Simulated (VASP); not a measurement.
Input of a VASP 6.6.1 run:

File INCAR:

```
SYSTEM = KYSe2
  ALGO = Normal
  EDIFF = 1E-6
  EDIFFG = -0.005
  ENCUT = 600
  GGA = CA
  IBRION = 2
  ISIF = 3
  ISMEAR = -1
  LASPH = .True.
  LCHARG = .False.
  LREAL = .False.
  LWAVE = .False.
  NELM = 80
  NSW = 80
  PREC = Accurate
  SIGMA = 0.02
```

Contents of KPOINTS:

```
k-points
0
Gamma
  6 6 4
  0 0 0
```

File POSCAR:

```
KYSe2
1.0
    4.3388446460      0.0000000000      0.0000000000
    0.0000000000      4.3388446460      0.0000000000
    0.0000000000      0.0000000000      5.8879117243
K Se Y
1 2 1
Direct
    0.0000000000      0.0000000000      0.0000000000
    0.0000000000      0.0000000000      0.5000000000
    0.5000000000      0.5000000000      0.0000000000
    0.5000000000      0.5000000000      0.5000000000
```

Potentials or basis: VASP PAW LDA potentials, release 64 (K_sv, Se, Y_sv).

The run is started by

```bash
$ cat potpaw_LDA.64/K_sv/POTCAR potpaw_LDA.64/Se/POTCAR potpaw_LDA.64/Y_sv/POTCAR > POTCAR
$ mpirun -np 1 vasp_std > vasp.out
```

Task: What does it give for the band gap on the k mesh?

Result: Zero (bands 16 and 17 overlap by 0.01 eV).

Task: Predict the relaxed volume.

Result: 25.53 Å³/atom.

Task: Estimate the relaxed cell.

Result: a = 4.208 Å, b = 4.208 Å, c = 5.767 Å, α = 90.00°, β = 90.00°, γ = 90.00°.

Final structure:
```cif
data_structure
_symmetry_space_group_name_H-M 'P 1'
_symmetry_Int_Tables_number 1
_cell_length_a 4.2084
_cell_length_b 4.2084
_cell_length_c 5.7666
_cell_angle_alpha 90.000
_cell_angle_beta 90.000
_cell_angle_gamma 90.000
_cell_volume 102.13
loop_
_atom_site_label
_atom_site_type_symbol
_atom_site_fract_x
_atom_site_fract_y
_atom_site_fract_z
_atom_site_occupancy
K1 K 0.00000 0.00000 0.00000 1
Se1 Se 0.00000 0.00000 0.50000 1
Se2 Se 0.50000 0.50000 0.00000 1
Y1 Y 0.50000 0.50000 0.50000 1
```

Caveat: semilocal functionals underestimate gaps, and a narrow one can read as zero.
